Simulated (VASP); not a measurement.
# In3B2As (P6/mmm) in VASP: further runs

The runs below take In3B2As through single point, relaxation of cell and atoms, with PBE.

Program: VASP 6.6.1. These are calculated values, not measurements. Logs are shortened: lines on timing, memory, paths and dates and some standing lists are left out, and cuts for length are marked.

## 1. The cell of the first run

The structure is hexagonal, space group P6/mmm (No. 191). The conventional cell has a = 4.477 Å, b = 4.477 Å, c = 6.382 Å, α = 90.00°, β = 90.00°, γ = 120.00°. Within 3.4 Å of In (site symmetry -6m2) lie 3 As at 2.59 Å and 3 In at 2.59 Å and 2 B at 3.19 Å. Within 3.4 Å of In (site symmetry 6/mmm) lie 6 B at 2.59 Å and 2 As at 3.19 Å. B (site symmetry -6m2) has 5 In at 2.59 to 3.19 Å and 3 B at 2.59 Å within 3.4 Å. Within 3.4 Å of As (site symmetry 6/mmm) lie 8 In at 2.59 to 3.19 Å.

## 2. Single point, PBE

INCAR reads:

```
SYSTEM = In3B2As
PREC = Accurate
ENCUT = 520
EDIFF = 1E-7
ISMEAR = 0
SIGMA = 0.1
LREAL = .FALSE.
LASPH = .TRUE.
NELM = 100
ALGO = Normal
ISIF = 2
LWAVE = .FALSE.
LCHARG = .TRUE.
GGA = PE
LELF = .TRUE.
LVHAR = .TRUE.
NBANDS = 34
```

KPOINTS reads:

```
regular mesh
0
G
  6 6 4
  0 0 0
```

POSCAR reads:

```
In3B2As
1.0
    4.4774326300      0.0000000000      0.0000000000
   -2.2387163100      3.8775704000      0.0000000000
    0.0000000000      0.0000000000      6.3824426100
In B As
3 2 1
Direct
    0.3333333300      0.6666666700      0.5000000000
    0.6666666700      0.3333333300      0.5000000000
    0.0000000000      0.0000000000      0.0000000000
    0.3333333300      0.6666666700      0.0000000000
    0.6666666700      0.3333333300      0.0000000000
    0.0000000000      0.0000000000      0.5000000000
```

Potentials or basis: VASP PAW PBE potentials, release 64 (In_d, B, As).

Launch:

```bash
> cat potpaw_PBE.64/In_d/POTCAR potpaw_PBE.64/B/POTCAR potpaw_PBE.64/As/POTCAR > POTCAR
> mpirun -np 1 vasp_std > vasp.out
```

OUTCAR:

```text
SYSTEM = In3B2As
   PREC = Accurate
   ENCUT = 520
   EDIFF = 1E-7
   ISMEAR = 0
   LREAL = .FALSE.
   LASPH = .TRUE.
   NELM = 100
   ISIF = 2
   GGA = PE

 ion  position               nearest neighbor table
   1  0.333  0.667  0.500-   6 2.59   2 2.59   2 2.59   6 2.59   6 2.59   2 2.59
   2  0.667  0.333  0.500-   6 2.59   1 2.59   1 2.59   6 2.59   6 2.59   1 2.59
   3  0.000  0.000  0.000-   4 2.59   5 2.59   4 2.59   5 2.59   5 2.59   4 2.59   6 3.19   6 3.19

   4  0.333  0.667  0.000-   3 2.59   3 2.59   3 2.59
   5  0.667  0.333  0.000-   3 2.59   3 2.59   3 2.59
   6  0.000  0.000  0.500-   1 2.59   2 2.59   1 2.59   2 2.59   2 2.59   1 2.59   3 3.19   3 3.19

  LATTYP: Found a hexagonal cell.
 ALAT       =     4.4774326300
 C/A-ratio  =     1.4254692672

  Lattice vectors:

 A1 = (   4.4774326300,   0.0000000000,   0.0000000000)
 A2 = (  -2.2387163100,   3.8775704000,   0.0000000000)
 A3 = (   0.0000000000,   0.0000000000,   6.3824426100)

Analysis of symmetry for initial positions (statically):
=====================================================================
 Subroutine PRICEL returns:
 Original cell was already a primitive cell.

 Routine SETGRP: Setting up the symmetry group for a
 hexagonal supercell.

 Subroutine GETGRP returns: Found 24 space group operations
 (whereof 24 operations were pure point group operations)
 out of a pool of 24 trial point group operations.

The static configuration has the point symmetry D_6h.

Analysis of symmetry for dynamics (positions and initial velocities):
=====================================================================
 Subroutine PRICEL returns:
 Original cell was already a primitive cell.

 Routine SETGRP: Setting up the symmetry group for a
 hexagonal supercell.

 Subroutine GETGRP returns: Found 24 space group operations
 (whereof 24 operations were pure point group operations)
 out of a pool of 24 trial point group operations.

The dynamic configuration has the point symmetry D_6h.

 Subroutine INISYM returns: Found 24 space group operations
 (whereof 24 operations are pure point group operations),
 and found     1 'primitive' translations

----------------------------------------------------------------------------------------

                                     Primitive cell

  volume of cell :     110.8092

  direct lattice vectors                    reciprocal lattice vectors
     4.477432630  0.000000000  0.000000000     0.223342277  0.128946724  0.000000000
[... 93 lines left out ...]
   NSW    =      0    number of steps for IOM
   IBRION =     -1    ionic relax: 0-MD 1-quasi-New 2-CG
   NFREE  =      0    steps in history (QN), initial steepest desc. (CG)
   ISIF   =      2    stress and relaxation
   ISYM   =      2    0-nonsym 1-usesym 2-fastsym
   POTIM  = 0.5000    time-step for ionic-motion
   TEBEG  =    0.0;   TEEND  =   0.0 temperature during run
   PSTRESS=    0.0 pullay stress
   NELECT =      50.0000    total number of electrons
   NUPDOWN=      -1.0000    fix difference up-down
   EMIN   =  10.00;   EMAX   =-10.00  energy-range for DOS
   EFERMI =   0.00;   METHOD = LEGACY
   ISMEAR =     0;   SIGMA  =   0.10  broadening in eV -4-tet -1-fermi 0-gaus
   EFERMI_NEDOS =   21; number of points for ismear=-14 and -15
   IALGO  =     38    algorithm
   IMIX   =      4    mixing-type and parameters
     AMIX     =   0.40;   BMIX     =  1.00
     AMIX_MAG =   1.60;   BMIX_MAG =  1.00
  volume/ion in A,a.u.               =      18.47       124.63
  Fermi-wavevector in a.u.,A,eV,Ry     =   1.255663  2.372858 21.452149  1.576688
  Thomas-Fermi vector in A             =   2.389408
   LORBIT       =      0    0 simple, 1 ext, 2 COOP (PROOUT), +10 PAW based schemes
   GGA     = PE    functional components
   LHFCALC =     F    Hartree Fock is set to
   AEXX    =    0.0000 exact exchange contribution
   IVDW    =     0    specifies the selected vdW correction
   LEPSILON=     F    determine dielectric tensor
   LRPA    =     F    only Hartree local field effects (RPA)
 non-spin polarized calculation
 Gauss-broadening in eV      SIGMA  =   0.10
  energy-cutoff  :      520.00
  volume of cell :      110.81
 maximum number of plane-waves:      3003
 NGX is ok and might be reduce to    36
   NGX = 17   NGY = 17   NGZ = 23

 number of electron      50.0000010 magnetization

 Free energy of the ion-electron system (eV)
  ---------------------------------------------------
  ext. energy  EPLUGINS =         0.00000000
  ---------------------------------------------------
  free energy    TOTEN  =       -16.09402620 eV

  energy without entropy =      -16.07755035  energy(sigma->0) =      -16.08578828

 E-fermi :   7.2384     XC(G=0): -10.5866

 val. band max:        7.2340718785   @ k =   0.3333   0.1667   0.5000
 cond. band min:       7.2641427135   @ k =   0.1667   0.0000   0.0000
 fundamental gap:      0.0300708350
 Fermi energy:         7.2384283117

 k-point     1 :       0.0000    0.0000    0.0000
  band No.  band energies     occupation
      1      -9.1480      2.00000
      2      -8.5396      2.00000
      3      -8.5396      2.00000
      4      -8.3750      2.00000
      5      -8.3750      2.00000
      6      -8.3010      2.00000
[... 766 lines left out ...]
     33      10.7178      0.00000
     34      12.7427      0.00000

------------------------ aborting loop because EDIFF is reached ----------------------------------------

  FORCE on cell =-STRESS in cart. coord.  units (eV):
  Direction    XX          YY          ZZ          XY          YZ          ZX
  --------------------------------------------------------------------------------------
  -------------------------------------------------------------------------------------
  Total       20.4332870     20.4332870     -6.3063409      0.0000000      0.0000000      0.0000000
  in kB      295.4426216    295.4426214    -91.1826811      0.0000004      0.0000000      0.0000000
  external PRESSURE =     166.5675206 kB  Pullay stress =       0.0000000 kB

 VOLUME and BASIS-vectors are now :
 -----------------------------------------------------------------------------
  energy-cutoff  :      520.00
  volume of cell :      110.81
      direct lattice vectors                 reciprocal lattice vectors
     4.477432630  0.000000000  0.000000000     0.223342277  0.128946724  0.000000000
    -2.238716310  3.877570400  0.000000000     0.000000000  0.257893448  0.000000000
     0.000000000  0.000000000  6.382442610     0.000000000  0.000000000  0.156679826

 POSITION                                       TOTAL-FORCE (eV/Angst)
 -----------------------------------------------------------------------------------
     -0.00000      2.58505      3.19122         0.000000      0.000000     -0.000000
      2.23872      1.29252      3.19122        -0.000000     -0.000000      0.000000
      0.00000      0.00000      0.00000        -0.000000     -0.000000     -0.000000
     -0.00000      2.58505      0.00000         0.000000     -0.000000     -0.000000
      2.23872      1.29252      0.00000         0.000000     -0.000000     -0.000000
      0.00000      0.00000      3.19122        -0.000000     -0.000000     -0.000000
 -----------------------------------------------------------------------------------
    total drift:                               -0.000000      0.000000      0.000000

  FREE ENERGIE OF THE ION-ELECTRON SYSTEM (eV)
  ---------------------------------------------------
  free  energy   TOTEN  =       -16.0940262034 eV

  energy  without entropy=      -16.0775503537  energy(sigma->0) =      -16.08578828
```

It took 62 s on 1 thread of Intel Xeon Platinum 8559C (Emerald Rapids), shared host; peak memory 0.27 GiB.

What came out:

```yaml
Free_energy: -16.0940 eV
Pressure: 16.7 GPa
Band_gap_on_the_k_mesh: zero (band 25 reaches 8.79 eV, above the bottom of band 26 at 6.63 eV)
```

Caveat: spin-orbit coupling is left out, which moves the levels of the heavy elements.

## 3. Single point, PBE

This run uses another cell than the first one, of 19.31 Å³/atom, 1.045 times its volume.

INCAR reads:

```
SYSTEM = In3B2As
  PREC = Accurate
  ENCUT = 520
  EDIFF = 1E-6
  ISMEAR = 0
  SIGMA = 0.1
  LREAL = .FALSE.
  LASPH = .TRUE.
  NELM = 80
  ALGO = Normal
  ISIF = 2
  LWAVE = .FALSE.
  LCHARG = .FALSE.
  GGA = PE
  NBANDS = 34
```

KPOINTS reads:

```
Automatic mesh
0
G
  6 6 4
  0 0 0
```

POSCAR reads:

```
In3B2As
1.0
    5.0625258149     -0.0000000033      0.0000000000
   -2.5312629046      4.3842759646      0.0000000000
    0.0000000000      0.0000000000      5.2193885072
In B As
3 2 1
Direct
    0.3333333333      0.6666666667      0.5000000000
    0.6666666667      0.3333333333      0.5000000000
    0.0000000000      0.0000000000      0.0000000000
    0.3333333333      0.6666666667      0.0000000000
    0.6666666667      0.3333333333      0.0000000000
    0.0000000000      0.0000000000      0.5000000000
```

Potentials or basis: VASP PAW PBE potentials, release 64 (In_d, B, As).

Launch:

```bash
> cat potpaw_PBE.64/In_d/POTCAR potpaw_PBE.64/B/POTCAR potpaw_PBE.64/As/POTCAR > POTCAR
> mpirun -np 1 vasp_std > vasp.out
```

Run time: 57 s. Hardware: 1 thread of Intel Xeon Platinum 8559C (Emerald Rapids), shared host; peak memory 0.28 GiB.

Results (log left out):

- Free energy: -19.1987 eV
- Pressure: 0.3 GPa
- Band gap on the k mesh: zero (band 25 reaches 7.78 eV, above the bottom of band 26 at 5.63 eV)

Stress tensor (GPa, compression positive):
```
0.36 0.00 0.00
0.00 0.36 0.00
0.00 0.00 0.07
```

Levels at points of the mesh, in eV from the Fermi level:
| k point | band 21 | band 22 | band 23 | band 24 | band 25 | band 26 | band 27 | band 28 | band 29 | band 30 |
| --- | --- | --- | --- | --- | --- | --- | --- | --- | --- | --- |
| (0.00, 0.00, 0.00) | -2.85 | -2.85 | -1.55 | -1.55 | -0.70 | 0.39 | 0.63 | 1.29 | 1.29 | 1.77 |
| (0.50, 0.00, 0.00) | -3.61 | -3.54 | -2.03 | -0.79 | -0.75 | -0.61 | 1.68 | 2.54 | 3.19 | 3.19 |
| (0.00, 0.00, 0.50) | -2.28 | -2.28 | -1.62 | -0.32 | -0.32 | -0.25 | -0.25 | 0.01 | 0.01 | 1.93 |
| (0.50, 0.00, 0.50) | -4.11 | -3.85 | -2.02 | 0.95 | 1.30 | 2.62 | 2.80 | 3.64 | 4.21 | 4.28 |

Caveat: spin-orbit coupling is left out, which moves the levels of the heavy elements.

## 4. Relaxation of cell and atoms, PBE

INCAR reads:

```
SYSTEM = In3B2As
PREC = Accurate
ENCUT = 600
EDIFF = 1E-6
ISMEAR = 0
SIGMA = 0.1
LREAL = .FALSE.
LASPH = .TRUE.
NELM = 100
ALGO = Normal
ISIF = 3
LWAVE = .FALSE.
LCHARG = .FALSE.
GGA = PE
IBRION = 2
NSW = 90
EDIFFG = -0.04
```

KPOINTS reads:

```
regular mesh
0
G
  6 6 4
  0 0 0
```

POSCAR reads:

```
In3B2As
1.0
    4.4774326300      0.0000000000      0.0000000000
   -2.2387163100      3.8775704000      0.0000000000
    0.0000000000      0.0000000000      6.3824426100
In B As
3 2 1
Direct
    0.3333333300      0.6666666700      0.5000000000
    0.6666666700      0.3333333300      0.5000000000
    0.0000000000      0.0000000000      0.0000000000
    0.3333333300      0.6666666700      0.0000000000
    0.6666666700      0.3333333300      0.0000000000
    0.0000000000      0.0000000000      0.5000000000
```

Launch:

```bash
> cat potpaw_PBE.64/In_d/POTCAR potpaw_PBE.64/B/POTCAR potpaw_PBE.64/As/POTCAR > POTCAR
> mpirun -np 1 vasp_std > vasp.out
```

Wall time 9.2 min (1 thread of Intel Xeon Platinum 8559C (Emerald Rapids), shared host); peak memory 0.3 GiB.

It converged, with:

* Free energy: -19.1951 eV
* Relaxed volume: 19.42 Å³/atom
* Relaxed cell: a = 5.079 Å, b = 5.079 Å, c = 5.217 Å, α = 90.00°, β = 90.00°, γ = 120.00°
* Space group after relaxing (to 0.05 Å): P6/mmm (No. 191)
* Energy gained by relaxing: 516.7 meV/atom
* Ionic steps: 10
* Pressure after relaxing: 0.0 GPa
* Band gap on the k mesh: zero (band 25 reaches 7.71 eV, above the bottom of band 26 at 5.53 eV)

Stress tensor (GPa, compression positive):
```
-0.02  0.00  0.00
 0.00 -0.02  0.00
 0.00  0.00  0.06
```

Step by step:
| step | energy change (eV) | largest force (eV/Å) | pressure (GPa) | volume (Å³) |
| --- | --- | --- | --- | --- |
| 1 | 0.0000 | 0.0000 | 16.69 | 110.81 |
| 2 | -2.0048 | 0.0000 | -6.70 | 142.66 |
| 3 | -2.0860 | 0.0000 | -3.87 | 133.76 |
| 4 | -2.0959 | 0.0000 | -4.43 | 135.05 |
| 5 | -2.6805 | 0.0000 | -3.93 | 126.64 |
| 6 | -0.9845 | 0.0000 | 21.99 | 100.68 |
| 7 | -2.9875 | 0.0000 | -2.58 | 121.33 |
| 8 | -3.0546 | 0.0000 | 2.17 | 113.71 |
| 9 | -3.0999 | 0.0000 | -0.26 | 116.89 |
| 10 | -3.1004 | 0.0000 | 0.00 | 116.52 |

Final structure:
```
In B As
1.0
     5.07854    0.00000    0.00000
    -2.53927    4.39814    0.00000
     0.00000    0.00000    5.21655
In B As
3 2 1
Cartesian
  0.0000 2.9321 2.6083
  2.5393 1.4660 2.6083
  0.0000 0.0000 0.0000
  0.0000 2.9321 0.0000
  2.5393 1.4660 0.0000
  0.0000 0.0000 2.6083
```

Levels at points of the mesh, in eV from the Fermi level:
```csv
k point,band 22,band 23,band 24,band 25,band 26,band 27,band 28,band 29
"(0.00, 0.00, 0.00)",-2.83,-1.53,-1.53,-0.71,0.37,0.60,1.30,1.30
"(0.50, 0.00, 0.00)",-3.52,-2.01,-0.75,-0.75,-0.61,1.65,2.50,3.16
"(0.00, 0.00, 0.50)",-2.26,-1.65,-0.31,-0.31,-0.23,-0.23,0.01,0.01
"(0.50, 0.00, 0.50)",-3.80,-1.99,0.94,1.30,2.59,2.80,3.61,4.21
```

Caveat: spin-orbit coupling is left out, which moves the levels of the heavy elements.

## 5. Single point, PBE

This run uses another cell than the first one, of 19.43 Å³/atom, 1.052 times its volume.

INCAR reads:

```
PREC     = Accurate       # precision mode
ENCUT    = 520            # plane-wave cutoff, eV
EDIFF    = 1E-6           # SCF threshold, eV
ISMEAR   = 0              # smearing method
SIGMA    = 0.1            # smearing width, eV
LREAL    = False          # projectors in reciprocal space
LASPH    = True           # aspherical terms in the spheres
NELM     = 60             # most SCF steps
ALGO     = Normal         # electronic algorithm
ISIF     = 2              # what is computed and relaxed
LWAVE    = False          # write WAVECAR
LCHARG   = False          # write CHGCAR
GGA      = PE             # functional
NBANDS   = 34             # bands
```

KPOINTS reads:

```
regular mesh
0
Gamma
  12 12 8
```

POSCAR reads:

```
In3B2As
1.0
    5.1161444913      0.0000000000      0.0000000000
   -2.5580722457      4.4307110989      0.0000000000
    0.0000000000      0.0000000000      5.1435410615
In B As
3 2 1
Direct
    0.3333333333      0.6666666667      0.5000000000
    0.6666666667      0.3333333333      0.5000000000
    0.0000000000      0.0000000000      0.0000000000
    0.3333333333      0.6666666667      0.0000000000
    0.6666666667      0.3333333333      0.0000000000
    0.0000000000      0.0000000000      0.5000000000
```

Launch:

```bash
> cat potpaw_PBE.64/In_d/POTCAR potpaw_PBE.64/B/POTCAR potpaw_PBE.64/As/POTCAR > POTCAR
> mpirun -np 1 vasp_std > vasp.out
```

It took 4 min on 1 thread of Intel Xeon Platinum 8559C (Emerald Rapids), shared host; peak memory 0.48 GiB.

Results (log left out):

| Item | Value |
| --- | --- |
| Free energy | -19.2572 eV |
| Pressure | 0.0 GPa |
| Band gap on the k mesh | zero (band 25 reaches 7.75 eV, above the bottom of band 26 at 5.42 eV) |

Stress tensor (GPa, compression positive):
```
0.00 0.00 0.00
0.00 0.00 0.00
0.00 0.00 0.08
```

Levels at points of the mesh, in eV from the Fermi level:
```
           k point  band 22  band 23  band 24  band 25  band 26  band 27  band 28  band 29
(0.00, 0.00, 0.00)    -2.95    -1.64    -1.64    -0.90     0.19     0.55     1.30     1.30
(0.50, 0.00, 0.00)    -3.57    -2.07    -0.75    -0.72    -0.70     1.42     2.30     2.98
(0.00, 0.00, 0.50)    -2.31    -1.86    -0.38    -0.38    -0.27    -0.27    -0.09    -0.09
(0.50, 0.00, 0.50)    -3.80    -2.04     0.83     1.28     2.42     2.75     3.46     4.17
```

Caveat: spin-orbit coupling is left out, which moves the levels of the heavy elements.

## 6. Summary

```tsv
task	cell	k mesh	cutoff (eV)	gap on the mesh (eV)	pressure (GPa)
single point	a = 4.477, b = 4.477, c = 6.382 Å, angles 90.0, 90.0, 120.0°, 6 atoms	6 × 6 × 4	520	none	16.7
single point	a = 5.063, b = 5.063, c = 5.219 Å, angles 90.0, 90.0, 120.0°, 6 atoms	6 × 6 × 4	520	none	0.3
relaxation of cell and atoms	relaxed from a = 4.477, b = 4.477, c = 6.382 Å, angles 90.0, 90.0, 120.0°, 6 atoms	6 × 6 × 4	600	none	0.0
single point	a = 5.116, b = 5.116, c = 5.144 Å, angles 90.0, 90.0, 120.0°, 6 atoms	12 × 12 × 8	520	none	0.0
```

Alike in all rows: level PBE; potentials or basis VASP PAW PBE potentials, release 64 (In_d, B, As); no spin polarisation; smearing gaussian 0.1 eV.

Caveats: spin-orbit coupling is left out, which moves the levels of the heavy elements.

Total energies depend on the potentials used, so only differences within one code and one set of settings carry meaning.
